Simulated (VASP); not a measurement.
**InSb: single point with PBE**

The system is InSb.

```
In Sb
1.0
     0.00000    3.17440    3.17440
     3.17440    0.00000    3.17440
     3.17440    3.17440    0.00000
In Sb
1 1
Direct
  0.00000 0.00000 0.00000
  0.50000 0.50000 0.50000
```

This cell differs from its parent crystal: volume scaled by 1.10.

```yaml
Program: VASP 6.6.1
Task: single point
Functional: PBE
Potentials_or_basis: VASP PAW PBE potentials, release 64 (In_d, Sb)
Cutoff: 520 eV
k_mesh: 12 × 12 × 12
Occupations: gaussian, width 0.1 eV
Spin: no spin polarisation
```

```yaml
Pressure: -3.6 GPa
Band_gap_on_the_k_mesh: zero (band 9 reaches 6.03 eV, above the bottom of band 10 at 3.70 eV)
```

Levels at points of the mesh, in eV from the Fermi level:
```tsv
k point	band 5	band 6	band 7	band 8	band 9	band 10	band 11	band 12	band 13	band 14
(0.00, 0.00, 0.00)	-14.27	-10.29	-1.14	0.00	0.00	0.00	5.70	5.70	5.70	6.12
(0.50, 0.00, 0.00)	-14.25	-8.81	-5.88	0.31	0.31	2.08	2.49	2.49	2.79	9.42
(0.50, 0.50, 0.00)	-14.24	-8.30	-3.83	-3.37	-1.80	-1.80	3.44	7.53	7.53	9.13
```

Wall time 56 s on 1 thread of Intel Xeon 6975P-C, with other jobs on the host, peak memory 0.25 GiB.

Caveat: spin-orbit coupling is left out, which moves the levels of the heavy elements.
